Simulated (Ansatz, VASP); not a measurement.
# One calculation of MnPtO6, two programs

Contents of POSCAR:

```
MnPtO6
1.0
    4.6856717400      0.0000000000      0.0000000000
   -2.3428358700      4.0579152600      0.0000000000
   -2.3428358700      1.3526387500      4.3340087600
Mn O Pt
1 6 1
Direct
    0.5000000000      0.5000000000      0.5000000000
    0.2420000000      0.1180000000      0.7510000000
    0.8820000000      0.3730000000      0.7510000000
    0.6270000000      0.7580000000      0.7510000000
    0.7580000000      0.8820000000      0.2490000000
    0.1180000000      0.6270000000      0.2490000000
    0.3730000000      0.2420000000      0.2490000000
    0.0000000000      0.0000000000      0.0000000000
```

The input INCAR.step1:

```
  PREC = Accurate
  ENCUT = 660
  ISMEAR = -1
  SIGMA = 0.1
  LREAL = False
  LASPH = True
  NELM = 200
  ISPIN = 2
  MAGMOM = 3.12 -0.15 -0.15 -0.15 -0.15 -0.15 -0.15 -0.16
  LMAXMIX = 4
  LDAU = True
  LDAUTYPE = 2
  LDAUL = 2 -1 -1
  LDAUU = 5.1 0 0
  LDAUJ = 0 0 0
  NBANDS = 48
  GGA = PE
  ALGO = Normal
  EDIFF = 1E-5
  LWAVE = True
  LCHARG = False
  GGA_COMPAT = False
```

The input INCAR.step2:

```
  PREC = Accurate
  ENCUT = 660
  EDIFF = 1E-6
  ISMEAR = -1
  SIGMA = 0.1
  LREAL = False
  LASPH = True
  NELM = 200
  ALGO = Normal
  ISIF = 2
  LWAVE = False
  LCHARG = False
  ISPIN = 2
  MAGMOM = 3.12 -0.15 -0.15 -0.15 -0.15 -0.15 -0.15 -0.16
  LORBIT = 11
  LMAXMIX = 4
  LDAU = True
  LDAUTYPE = 2
  LDAUL = 2 -1 -1
  LDAUU = 5.1 0 0
  LDAUJ = 0 0 0
  LDAUPRINT = 1
  METAGGA = R2SCAN
  LMIXTAU = True
  NBANDS = 48
  ISTART = 1
  GGA_COMPAT = False
```

File KPOINTS:

```
regular mesh
0
Gamma
  5 5 5
```

Input for Ansatz:

```yaml
crystal:
  lattice:
    - [4.68567174, 0.0, 0.0]
    - [-2.34283587, 4.05791526, 0.0]
    - [-2.34283587, 1.35263875, 4.33400876]
  atoms:
    - { symbol: Mn, position: [0.5, 0.5, 0.5] }
    - { symbol: O, position: [0.242, 0.118, 0.751] }
    - { symbol: O, position: [0.882, 0.373, 0.751] }
    - { symbol: O, position: [0.627, 0.758, 0.751] }
    - { symbol: O, position: [0.758, 0.882, 0.249] }
    - { symbol: O, position: [0.118, 0.627, 0.249] }
    - { symbol: O, position: [0.373, 0.242, 0.249] }
    - { symbol: Pt, position: [0.0, 0.0, 0.0] }
kpoints:
  mp_grid: { grid: [5, 5, 5], shift: [0, 0, 0] }
  band_path:
    path:
      - [0.0, 0.0, 0.0]
      - [0.0, 0.0, -0.5]
      - [-0.26839635, -0.26839635, -0.5]
      - [-0.26839635, -0.46320731, -0.23160365]
      - [-0.5, 0.0, 0.0]
      - [0.0, 0.0, 0.0]
      - [-0.36580183, -0.36580183, 0.0]
      - [-0.26839635, -0.36580183, -0.36580183]
      - [0.0, -0.5, -0.5]
      - [0.0, 0.0, 0.0]
    npoints: 6
magnetization:
  spin_polarized: true
scf:
  occupations: { method: fermi_dirac }
  lower_state_search: "off"
  max_iter: 200
hamiltonian:
  pseudopotentials: { kind: paw }
  xc: r2scan
  hubbard:
    projectors: all-electron-ortho-atomic
    sites: [{ species: Mn, l: d, u_eff: 5.1 }]
basis:
  ecutwfc: 500
  fft_grid_basis: typed
output:
  forces: true
  stress: true
  eigenvalues: true
  bader: true
  populations: true
  elf: true
  write_potential: true
  volumetric_format: npy
  dos:
    e_range: [-12, 8]
    de: 0.05
    projected: { site_lists: { Mn: [Mn], O: [O], Pt: [Pt] } }
checkpoint:
  read: saved_state
```

Alike in both runs: task single point; functional r2SCAN; k mesh 5 × 5 × 5; collinear spin; Hubbard terms Mn d U = 5.1 eV.

```csv
,VASP,Ansatz
version,VASP 6.6.1,Ansatz 0.2.0
potentials or method,"VASP PAW PBE potentials, release 64 (Mn_sv, O, Pt_sv_GW), cutoff 660 eV",PAW plane waves
occupations,"fermi-dirac, width 0.1 eV",fermi-dirac
valence electrons in the cell,69,69
```

```tsv
	VASP	Ansatz	Ansatz less VASP
pressure (GPa)	20.1	21.0	+0.87
traceless stress, the component that is largest in VASP (GPa)	-6.29	-6.35	-0.065
rms of the force components (eV/Å)	1.357	1.265	-0.0925
net moment per atom (μB)	0.30	0.27	-0.034
size of the moment on the site where the two differ most (μB)	3.10	2.83	-0.269
```

VASP's potentials were made for PBE, not for r2SCAN. Site moments also hang on the region over which each program counts them. The programs project onto different local orbitals, so the same U acts differently, and such runs can settle in different states. Atom by atom the forces differ by 0.130 eV/Å (rms over components). Ansatz's warnings: filled band counts differ across k points, structure snapped to symmetry.

Spin-orbit coupling is off throughout.
